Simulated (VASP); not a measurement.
# Zn3S5 (C2) in VASP: further runs

Zn3S5 is run at these levels: PBE; tasks: single point, relaxation of cell and atoms.

Everything below comes from runs of VASP 6.6.1. Logs are shortened: lines on timing, memory, paths and dates and some standing lists are left out, and cuts for length are marked.

## 1. The cell of the first run

The structure is monoclinic, space group C2 (No. 5). Conventional cell: a = 5.714 Å, b = 5.249 Å, c = 10.855 Å, α = 90.00°, β = 93.55°, γ = 90.00°. Within 3.2 Å of Zn (site symmetry 1) lie 5 S at 2.33 to 3.15 Å. Zn (site symmetry 2) has 4 S at 2.36 Å within 3.1 Å. Within 3.0 Å of S (site symmetry 1) lie 2 S at 2.26 to 2.92 Å and 2 Zn at 2.33 to 2.40 Å. S (site symmetry 2) has 4 S at 2.26 to 2.92 Å within 3.0 Å. S (site symmetry 1) has 4 Zn at 2.36 to 2.37 Å within 3.1 Å.

## 2. Single point, PBE

INCAR reads:

```
ALGO = Normal
EDIFF = 1E-6
ENCUT = 520
GGA = PE
ISIF = 2
ISMEAR = 0
LASPH = T
LCHARG = F
LREAL = F
LWAVE = F
NBANDS = 43
NELM = 100
PREC = Accurate
SIGMA = 0.1
```

KPOINTS reads:

```
k-points
0
Gamma
  8 8 4
```

POSCAR reads:

```
Zn3S5
1.0
    2.8571857640     -2.6244763082     -0.0031448919
    2.8571857640      2.6244763082     -0.0031448919
   -0.6601459708      0.0000000000     10.8348853729
Zn S
3 5
Direct
    0.4686471807      0.4558393484      0.7502512062
    0.5441606516      0.5313528193      0.2497487938
    0.9937628438      0.0062371562      0.0000000000
    0.4532314297      0.9519984140      0.6255717009
    0.8025052031      0.1974947969      0.5000000000
    0.0480015860      0.5467685703      0.3744282991
    0.9811100454      0.4914189403      0.8752284239
    0.5085810597      0.0188899546      0.1247715761
```

Potentials or basis: VASP PAW PBE potentials, release 64 (Zn, S).

Started as:

```console
cat potpaw_PBE.64/Zn/POTCAR potpaw_PBE.64/S/POTCAR > POTCAR
mpirun -np 1 vasp_std > vasp.out
```

OUTCAR:

```text
EDIFF = 1E-6
   ENCUT = 520
   GGA = PE
   ISIF = 2
   ISMEAR = 0
   LASPH = T
   LREAL = F
   NELM = 100
   PREC = Accurate

 ion  position               nearest neighbor table
   1  0.469  0.456  0.750-   4 2.33   7 2.37   7 2.37   4 2.40
   2  0.544  0.531  0.250-   6 2.33   8 2.37   8 2.37   6 2.40
   3  0.994  0.006  0.000-   8 2.36   7 2.36   8 2.36   7 2.36
   4  0.453  0.952  0.626-   5 2.26   1 2.33   1 2.40
   5  0.803  0.197  0.500-   4 2.26   6 2.26
   6  0.048  0.547  0.374-   5 2.26   2 2.33   2 2.40
   7  0.981  0.491  0.875-   3 2.36   3 2.36   1 2.37   1 2.37
   8  0.509  0.019  0.125-   3 2.36   3 2.36   2 2.37   2 2.37

  LATTYP: Found a base centered monoclinic cell.
 ALAT       =     5.7143749896
 B/A-ratio  =     0.9185523572
 C/A-ratio  =     1.8995913625
 COS(beta)  =    -0.0619136689

  Lattice vectors:

 A1 = (   2.8571857640,  -2.6244763082,  -0.0031448919)
 A2 = (   2.8571857640,   2.6244763082,  -0.0031448919)
 A3 = (  -0.6601459708,   0.0000000000,  10.8348853729)

Analysis of symmetry for initial positions (statically):
=====================================================================
 Subroutine PRICEL returns:
 Original cell was already a primitive cell.

 Routine SETGRP: Setting up the symmetry group for a
 base centered monoclinic supercell.

 Subroutine GETGRP returns: Found  2 space group operations
 (whereof  2 operations were pure point group operations)
 out of a pool of  4 trial point group operations.

The static configuration has the point symmetry C_2 .

Analysis of symmetry for dynamics (positions and initial velocities):
=====================================================================
 Subroutine PRICEL returns:
 Original cell was already a primitive cell.

 Routine SETGRP: Setting up the symmetry group for a
 base centered monoclinic supercell.

 Subroutine GETGRP returns: Found  2 space group operations
 (whereof  2 operations were pure point group operations)
 out of a pool of  4 trial point group operations.

The dynamic configuration has the point symmetry C_2 .

 Subroutine INISYM returns: Found  2 space group operations
 (whereof  2 operations are pure point group operations),
 and found     1 'primitive' translations

----------------------------------------------------------------------------------------

[... 108 lines left out ...]
   IBRION =     -1    ionic relax: 0-MD 1-quasi-New 2-CG
   NFREE  =      0    steps in history (QN), initial steepest desc. (CG)
   ISIF   =      2    stress and relaxation
   ISYM   =      2    0-nonsym 1-usesym 2-fastsym
   POTIM  = 0.5000    time-step for ionic-motion
   TEBEG  =    0.0;   TEEND  =   0.0 temperature during run
   PSTRESS=    0.0 pullay stress
   NELECT =      66.0000    total number of electrons
   NUPDOWN=      -1.0000    fix difference up-down
   EMIN   =  10.00;   EMAX   =-10.00  energy-range for DOS
   EFERMI =   0.00;   METHOD = LEGACY
   ISMEAR =     0;   SIGMA  =   0.10  broadening in eV -4-tet -1-fermi 0-gaus
   EFERMI_NEDOS =   21; number of points for ismear=-14 and -15
   IALGO  =     38    algorithm
   IMIX   =      4    mixing-type and parameters
     AMIX     =   0.40;   BMIX     =  1.00
     AMIX_MAG =   1.60;   BMIX_MAG =  1.00
  volume/ion in A,a.u.               =      20.31       137.06
  Fermi-wavevector in a.u.,A,eV,Ry     =   1.212423  2.291147 20.000138  1.469969
  Thomas-Fermi vector in A             =   2.347907
   LORBIT       =      0    0 simple, 1 ext, 2 COOP (PROOUT), +10 PAW based schemes
   GGA     = PE    functional components
   LHFCALC =     F    Hartree Fock is set to
   AEXX    =    0.0000 exact exchange contribution
   IVDW    =     0    specifies the selected vdW correction
   LEPSILON=     F    determine dielectric tensor
   LRPA    =     F    only Hartree local field effects (RPA)
 non-spin polarized calculation
 Gauss-broadening in eV      SIGMA  =   0.10
  energy-cutoff  :      520.00
  volume of cell :      162.48
 maximum number of plane-waves:      4404
 NGX is ok and might be reduce to    30
   NGX = 15   NGY = 15   NGZ = 41

 number of electron      65.9999981 magnetization

 Free energy of the ion-electron system (eV)
  ---------------------------------------------------
  ext. energy  EPLUGINS =         0.00000000
  ---------------------------------------------------
  free energy    TOTEN  =       -26.42608986 eV

  energy without entropy =      -26.41619893  energy(sigma->0) =      -26.42114439

 E-fermi :   2.9271     XC(G=0):  -9.5482

 val. band max:        2.9067920165   @ k =   0.5000   0.2500  -0.0000
 cond. band min:       2.9676533427   @ k =  -0.2500   0.2500   0.0000
 fundamental gap:      0.0608613261
 Fermi energy:         2.9270500539

 k-point     1 :       0.0000    0.0000    0.0000
  band No.  band energies     occupation
      1     -12.0116      2.00000
      2     -10.4590      2.00000
      3     -10.2318      2.00000
      4      -9.5875      2.00000
      5      -7.3669      2.00000
      6      -4.0248      2.00000
[... 1093 lines left out ...]
     42       8.8723      0.00000
     43       9.2722      0.00000

 [... further k-points ...]

------------------------ aborting loop because EDIFF is reached ----------------------------------------

  FORCE on cell =-STRESS in cart. coord.  units (eV):
  Direction    XX          YY          ZZ          XY          YZ          ZX
  --------------------------------------------------------------------------------------
  -------------------------------------------------------------------------------------
  Total        0.0309251      0.0426598      0.0622816      0.0000000      0.0000000      0.0386189
  in kB        0.3049410      0.4206523      0.6141352      0.0000000      0.0000000      0.3808063
  external PRESSURE =       0.4465762 kB  Pullay stress =       0.0000000 kB

 VOLUME and BASIS-vectors are now :
 -----------------------------------------------------------------------------
  energy-cutoff  :      520.00
  volume of cell :      162.48
      direct lattice vectors                 reciprocal lattice vectors
     2.857185764 -2.624476308 -0.003144892     0.175009109 -0.190514198  0.010662924
     2.857185764  2.624476308 -0.003144892     0.175009109  0.190514198  0.010662924
    -0.660145971  0.000000000 10.834885373     0.000101595  0.000000000  0.092300660

 POSITION                                       TOTAL-FORCE (eV/Angst)
 -----------------------------------------------------------------------------------
      2.14615     -0.03361      8.12598         0.001393     -0.002268      0.004447
      2.90807     -0.03361      2.70262        -0.001393     -0.002268     -0.004447
      2.85719     -2.59174     -0.00314        -0.000000      0.001303      0.000000
      3.60203      1.30900      6.77358         0.008582     -0.001265     -0.029557
      2.52711     -1.58784      5.41430        -0.000000      0.002063      0.000000
      1.45219      1.30900      4.05502        -0.008582     -0.001265      0.029557
      3.62951     -1.28518      9.47837         0.001360      0.001849      0.000264
      1.42472     -1.28518      1.35023        -0.001360      0.001849     -0.000264
 -----------------------------------------------------------------------------------
    total drift:                                0.000000      0.000968     -0.000000

  FREE ENERGIE OF THE ION-ELECTRON SYSTEM (eV)
  ---------------------------------------------------
  free  energy   TOTEN  =       -26.4260898552 eV

  energy  without entropy=      -26.4161989330  energy(sigma->0) =      -26.42114439
```

OSZICAR:

```text
N       E                     dE             d eps       ncg     rms          rms(c)
DAV:   1     0.545583458464E+03    0.54558E+03   -0.29805E+04  6708   0.172E+03
DAV:   2     0.483902846119E+02   -0.49719E+03   -0.47290E+03  6844   0.401E+02
DAV:   3    -0.242328644311E+02   -0.72623E+02   -0.70463E+02  7744   0.145E+02
DAV:   4    -0.276419306692E+02   -0.34091E+01   -0.33746E+01  8098   0.316E+01
DAV:   5    -0.277108723238E+02   -0.68942E-01   -0.68851E-01  8128   0.458E+00    0.178E+01
DAV:   6    -0.264102138354E+02    0.13007E+01   -0.27935E+00  9716   0.402E+01    0.121E+01
DAV:   7    -0.264801098043E+02   -0.69896E-01   -0.31481E+00  7832   0.936E+00    0.321E+00
DAV:   8    -0.264317177951E+02    0.48392E-01   -0.27119E-01  8720   0.737E+00    0.112E+00
DAV:   9    -0.264251398186E+02    0.65780E-02   -0.72390E-02  8704   0.513E+00    0.394E-01
DAV:  10    -0.264256552729E+02   -0.51545E-03   -0.12976E-02  8674   0.189E+00    0.206E-01
DAV:  11    -0.264258927528E+02   -0.23748E-03   -0.23407E-03  8568   0.431E-01    0.124E-01
DAV:  12    -0.264260636776E+02   -0.17092E-03   -0.48807E-04  7192   0.225E-01    0.435E-02
DAV:  13    -0.264260825470E+02   -0.18869E-04   -0.94967E-05  8178   0.245E-01    0.179E-02
DAV:  14    -0.264260894219E+02   -0.68749E-05   -0.32551E-05  7602   0.469E-02    0.966E-03
DAV:  15    -0.264260898552E+02   -0.43334E-06   -0.41020E-06  7530   0.196E-02
   1 F= -.26426090E+02 E0= -.26421144E+02  d E =-.989092E-02
```

Wall time 10 min (1 thread of Intel Xeon Platinum 8375C at 2.90GHz (Ice Lake), shared host); peak memory 0.53 GiB.

What came out:

```
Free energy            : -26.4261 eV
Pressure               : 0.0 GPa
Largest force          : 0.031 eV/Å
Band gap on the k mesh : zero (bands 33 and 34 overlap by 0.60 eV)
```

Forces on the atoms (eV/Å):
```
Zn   0.001 -0.002  0.004
Zn  -0.001 -0.002 -0.004
Zn   0.000  0.001  0.000
S    0.009 -0.001 -0.030
S    0.000  0.002  0.000
S   -0.009 -0.001  0.030
S    0.001  0.002  0.000
S   -0.001  0.002  0.000
```

Levels at points of the mesh, in eV from the Fermi level:
| k point | band 30 | band 31 | band 32 | band 33 | band 34 | band 35 | band 36 | band 37 |
| --- | --- | --- | --- | --- | --- | --- | --- | --- |
| (0.00, 0.00, 0.00) | -1.46 | -1.25 | -0.81 | -0.52 | -0.45 | 2.33 | 2.84 | 3.31 |
| (0.50, 0.00, 0.00) | -1.62 | -1.38 | -1.31 | -0.81 | 0.59 | 2.79 | 3.21 | 3.29 |
| (0.50, 0.50, 0.00) | -2.75 | -2.55 | -1.55 | -0.19 | 0.52 | 2.78 | 3.05 | 3.94 |
| (0.00, 0.00, 0.50) | -1.30 | -1.07 | -0.86 | -0.75 | -0.30 | 1.97 | 3.07 | 3.45 |
| (0.50, 0.00, 0.50) | -1.60 | -1.58 | -1.20 | -0.74 | 0.75 | 2.28 | 3.21 | 3.99 |
| (0.50, 0.50, 0.50) | -2.96 | -2.78 | -1.44 | -0.08 | 0.63 | 2.34 | 3.65 | 3.81 |

Caveat: semilocal functionals underestimate gaps, so a narrow gap can read as zero.

## 3. Single point, PBE

This run uses another cell than the first one, of 20.47 Å³/atom.

INCAR reads:

```
SYSTEM = Zn3S5
  ALGO = Normal
  EDIFF = 1E-6
  ENCUT = 520
  GGA = PE
  ISIF = 2
  ISMEAR = 0
  LASPH = .TRUE.
  LCHARG = .FALSE.
  LREAL = .FALSE.
  LWAVE = .FALSE.
  NBANDS = 43
  NELM = 60
  PREC = Accurate
  SIGMA = 0.2
```

KPOINTS reads:

```
k-points
0
G
  4 4 2
  0 0 0
```

POSCAR reads:

```
Zn3S5
1.0
    2.8301146899     -2.6607721901     -0.0807371294
    2.8301146899      2.6607721901     -0.0807371294
   -0.3319193099      0.0000000000     10.8852584361
Zn S
3 5
Direct
    0.4684064807      0.4595168883      0.7521266984
    0.5404831117      0.5315935193      0.2478733016
   -0.0061485647      0.0061485647      0.0000000000
    0.4553623026     -0.0472165354      0.6295739877
    0.8057593862      0.1942406138      0.5000000000
    0.0472165354      0.5446376974      0.3704260123
   -0.0186956477      0.4923836042      0.8763026698
    0.5076163958      0.0186956477      0.1236973302
```

Potentials or basis: VASP PAW PBE potentials, release 64 (Zn, S).

Started as:

```console
cat potpaw_PBE.64/Zn/POTCAR potpaw_PBE.64/S/POTCAR > POTCAR
mpirun -np 1 vasp_std > vasp.out
```

Wall time 1.8 min (1 thread of Intel Xeon Platinum 8488C (Sapphire Rapids), shared host); peak memory 0.29 GiB.

The run converged. Its results:

```yaml
Free_energy: -26.3861 eV
Pressure: 0.0 GPa
Largest_force: 0.101 eV/Å
Band_gap_on_the_k_mesh: zero (bands 33 and 34 overlap by 0.54 eV)
```

Forces on the atoms (eV/Å):
```
Zn  -0.030 -0.053  0.012
Zn   0.030 -0.053 -0.012
Zn   0.000  0.008  0.000
S    0.038  0.026 -0.090
S    0.000  0.037  0.000
S   -0.038  0.026  0.090
S   -0.003  0.004  0.001
S    0.003  0.004 -0.001
```

Stress tensor (GPa, compression positive):
```
 0.13  0.00 -0.04
 0.00 -0.11  0.00
-0.04  0.00  0.02
```

Levels at points of the mesh, in eV from the Fermi level:
```tsv
k point	band 31	band 32	band 33	band 34	band 35	band 36
(0.00, 0.00, 0.00)	-1.22	-0.80	-0.54	-0.47	2.37	2.82
(0.50, 0.00, 0.00)	-1.37	-1.32	-0.79	0.46	2.79	3.26
(0.50, 0.50, 0.00)	-2.59	-1.57	-0.27	0.35	2.75	3.16
(0.00, 0.00, 0.50)	-1.06	-0.88	-0.76	-0.27	1.95	3.07
(0.50, 0.00, 0.50)	-1.59	-1.17	-0.70	0.63	2.30	3.24
(0.50, 0.50, 0.50)	-2.83	-1.46	-0.16	0.46	2.34	3.75
```

Caveat: the k points lie up to 0.41 Å⁻¹ apart, too coarse for converged energies and pressures of a metal; semilocal functionals underestimate gaps, so a narrow gap can read as zero.

## 4. Relaxation of cell and atoms, PBE

This run uses another cell than the first one, of 20.23 Å³/atom.

INCAR reads:

```
SYSTEM = Zn3S5
ALGO     = Normal         ! electronic algorithm
EDIFF    = 1E-7           ! SCF threshold, eV
EDIFFG   = -0.08          ! ionic threshold
ENCUT    = 600            ! plane-wave cutoff, eV
GGA      = PE             ! functional
IBRION   = 2              ! ionic algorithm
ISIF     = 3              ! what is computed and relaxed
ISMEAR   = 0              ! smearing method
LASPH    = .True.         ! aspherical terms in the spheres
LCHARG   = .False.        ! write CHGCAR
LREAL    = .False.        ! projectors in reciprocal space
LWAVE    = .False.        ! write WAVECAR
NELM     = 100            ! most SCF steps
NSW      = 36             ! ionic steps
PREC     = Accurate       ! precision mode
SIGMA    = 0.2            ! smearing width, eV
```

KPOINTS reads:

```
k-points
0
Gamma
  4 4 2
  0 0 0
```

POSCAR reads:

```
Zn3S5
1.0
    2.7000000000     -2.7000000000      0.0000000000
    2.7000000000      2.7000000000      0.0000000000
    0.0000000000      0.0000000000     11.1000000000
Zn S
3 5
Direct
    0.5000000000      0.5000000000      0.7570000000
    0.5000000000      0.5000000000      0.2430000000
    0.0000000000      0.0000000000      0.0000000000
    0.5000000000      0.0000000000      0.6350000000
    0.8000000000      0.2000000000      0.5000000000
    0.0000000000      0.5000000000      0.3650000000
    0.0000000000      0.5000000000      0.8780000000
    0.5000000000      0.0000000000      0.1220000000
```

Started as:

```console
cat potpaw_PBE.64/Zn/POTCAR potpaw_PBE.64/S/POTCAR > POTCAR
mpirun -np 1 vasp_std > vasp.out
```

Wall time 25 min (1 thread of Intel Xeon Platinum 8488C (Sapphire Rapids), shared host); peak memory 0.34 GiB.

It converged, with:

- Free energy: -26.3887 eV
- Relaxed volume: 20.38 Å³/atom
- Relaxed cell: a = 3.881 Å, b = 3.881 Å, c = 10.876 Å, α = 92.66°, β = 92.66°, γ = 85.86°
- Space group after relaxing (to 0.1 Å): C2 (No. 5)
- Energy gained by relaxing: 89.4 meV/atom
- Ionic steps: 20
- Pressure after relaxing: 0.0 GPa
- Largest force after relaxing: 0.053 eV/Å
- Band gap on the k mesh: zero (bands 33 and 34 overlap by 0.54 eV)

Forces in eV/Å, atoms in the order of the input:
```
Zn   0.017  0.006  0.019
Zn  -0.017  0.006 -0.019
Zn   0.000 -0.053  0.000
S    0.000 -0.010 -0.006
S    0.000  0.042  0.000
S    0.000 -0.010  0.006
S   -0.004  0.010  0.031
S    0.004  0.010 -0.031
```

Stress tensor (GPa, compression positive):
```
-0.03  0.00  0.08
 0.00 -0.03  0.00
 0.08  0.00  0.08
```

The path:
| step | energy change (eV) | largest force (eV/Å) | pressure (GPa) | volume (Å³) |
| --- | --- | --- | --- | --- |
| 1 | 0.0000 | 2.6533 | 5.53 | 161.84 |
| 2 | -0.4040 | 0.5601 | -3.19 | 178.42 |
| 3 | -0.5503 | 0.2823 | -0.77 | 172.11 |
| 4 | -0.5504 | 0.3082 | -0.67 | 171.90 |
| 5 | -0.5816 | 0.2467 | -0.26 | 170.14 |
| 6 | -0.6091 | 0.2788 | 0.72 | 166.52 |
| 7 | -0.6311 | 0.2332 | 0.01 | 167.74 |
| 8 | -0.6357 | 0.2283 | -0.49 | 168.61 |
| 9 | -0.6515 | 0.1527 | -0.12 | 167.33 |
| 10 | -0.6545 | 0.1856 | 0.17 | 166.43 |
| 11 | -0.6671 | 0.1651 | -0.04 | 166.40 |
| 12 | -0.6743 | 0.1984 | -0.34 | 166.34 |
| 13 | -0.6825 | 0.1917 | -0.23 | 165.79 |
| 14 | -0.6968 | 0.1750 | 0.08 | 164.17 |
| 15 | -0.6979 | 0.1697 | 0.21 | 163.53 |
| 16 | -0.7049 | 0.1039 | 0.00 | 163.83 |
| 17 | -0.7096 | 0.0780 | -0.43 | 164.45 |
| 18 | -0.7130 | 0.0996 | 0.05 | 163.07 |
| 19 | -0.7130 | 0.1002 | 0.07 | 163.04 |
| 20 | -0.7148 | 0.0525 | 0.01 | 163.06 |

Final structure:
```
Zn S
1.0
     2.84045   -2.64327   -0.08595
     2.84045    2.64327   -0.08595
    -0.36106    0.00000   10.87005
Zn S
3 5
Direct
  0.46839 0.45224 0.75059
  0.54776 0.53161 0.24941
  0.98821 0.01179 0.00000
  0.45353 0.94870 0.62652
  0.80436 0.19564 0.50000
  0.05130 0.54647 0.37348
  0.98080 0.49435 0.87515
  0.50565 0.01920 0.12485
```

Levels at points of the mesh, in eV from the Fermi level:
```csv
k point,band 29,band 30,band 31,band 32,band 33,band 34,band 35,band 36,band 37,band 38
"(0.00, 0.00, 0.00)",-1.65,-1.47,-1.27,-0.85,-0.55,-0.48,2.30,2.79,3.28,3.49
"(0.50, 0.00, 0.00)",-1.66,-1.63,-1.42,-1.34,-0.84,0.50,2.74,3.21,3.27,4.22
"(0.50, 0.50, 0.00)",-2.98,-2.80,-2.60,-1.60,-0.27,0.42,2.73,3.07,3.93,4.21
"(0.00, 0.00, 0.50)",-1.62,-1.31,-1.09,-0.88,-0.78,-0.33,1.93,3.04,3.42,3.54
"(0.50, 0.00, 0.50)",-1.76,-1.61,-1.61,-1.21,-0.76,0.67,2.24,3.20,3.96,4.12
"(0.50, 0.50, 0.50)",-3.04,-2.97,-2.83,-1.49,-0.16,0.53,2.30,3.68,3.74,4.24
```

Caveat: the k points lie up to 0.41 Å⁻¹ apart in the final cell, too coarse for converged energies and pressures of a metal; semilocal functionals underestimate gaps, so a narrow gap can read as zero; the relaxation stopped at a loose force limit of 0.08 eV/Å, so its end isn't a converged minimum.

## 5. The runs side by side

```tsv
task	cell	k mesh	cutoff (eV)	smearing	gap on the mesh (eV)	pressure (GPa)	largest force (eV/Å)
single point	a = 3.880, b = 3.880, c = 10.855 Å, angles 92.6, 92.6, 85.1°, 8 atoms, atomic positions A	8 × 8 × 4	520	gaussian 0.1 eV	none	0.0	0.03
single point	a = 3.885, b = 3.885, c = 10.890 Å, angles 92.5, 92.5, 86.4°, 8 atoms, atomic positions B	4 × 4 × 2	520	gaussian 0.2 eV	none	0.0	0.10
relaxation of cell and atoms	relaxed from a = 3.818, b = 3.818, c = 11.100 Å, 8 atoms, atomic positions C	4 × 4 × 2	600	gaussian 0.2 eV	none	0.0	0.05
```

Alike in all rows: level PBE; potentials or basis VASP PAW PBE potentials, release 64 (Zn, S); no spin polarisation.

Caveats: some runs use coarse meshes; semilocal functionals underestimate gaps, so a narrow gap can read as zero; the relaxation stopped at a loose force limit of 0.08 eV/Å, so its end isn't a converged minimum (at least some runs).

Total energies depend on the potentials used, so only differences within one code and one set of settings carry meaning.
